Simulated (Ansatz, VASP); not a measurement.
**One calculation of Ge, two programs**

Contents of INCAR:

```
SYSTEM = Ge
ALGO = Normal
EDIFF = 1E-8
ENCUT = 520
GGA = PE
ISIF = 2
ISMEAR = -1
LASPH = .True.
LCHARG = .False.
LEFG = .True.
LREAL = .False.
LWAVE = .False.
NBANDS = 13
NELM = 80
PREC = Accurate
SIGMA = 0.03
```

File KPOINTS:

```
k-points
0
Gamma
  20 20 20
  0 0 0
```

File POSCAR:

```
Ge
1.0
   -1.6738938523      1.6738938523      1.6738938523
    1.6738938523     -1.6738938523      1.6738938523
    1.6738938523      1.6738938523     -1.6738938523
Ge
1
Direct
    0.0000000000      0.0000000000      0.0000000000
```

Input for Ansatz:

```yaml
crystal:
  lattice:
    - [-1.6738938523, 1.6738938523, 1.6738938523]
    - [1.6738938523, -1.6738938523, 1.6738938523]
    - [1.6738938523, 1.6738938523, -1.6738938523]
  atoms:
    - { symbol: Ge, position: [0.0, 0.0, 0.0] }
kpoints:
  mp_grid: { grid: [20, 20, 20] }
scf:
  occupations: { method: fermi_dirac, width: 0.03 }
hamiltonian:
  xc: pbe
  pseudopotentials: { kind: paw }
output:
  forces: true
  stress: true
  eigenvalues: true
  efg: { contact_densities: true }
```

Change from the starting cell: volume scaled by 0.98, PAW files.

Alike in both runs: task electric field gradients; functional PBE; k mesh 20 × 20 × 20; occupations fermi-dirac, width 0.03 eV; no spin polarisation.

|  | VASP | Ansatz |
| --- | --- | --- |
| version | VASP 6.6.1 | Ansatz 0.2.0 |
| potentials or method | VASP PAW PBE potentials, release 64 (Ge_d) | PAW with Ansatz's default frozen-core files, scalar-relativistic |
| plane-wave cutoff (eV) | 520 | 420 |
| valence electrons in the cell | 14 | 14 |

```csv
,VASP,Ansatz,Ansatz less VASP
pressure (GPa),1.4,1.4,-0.03
```
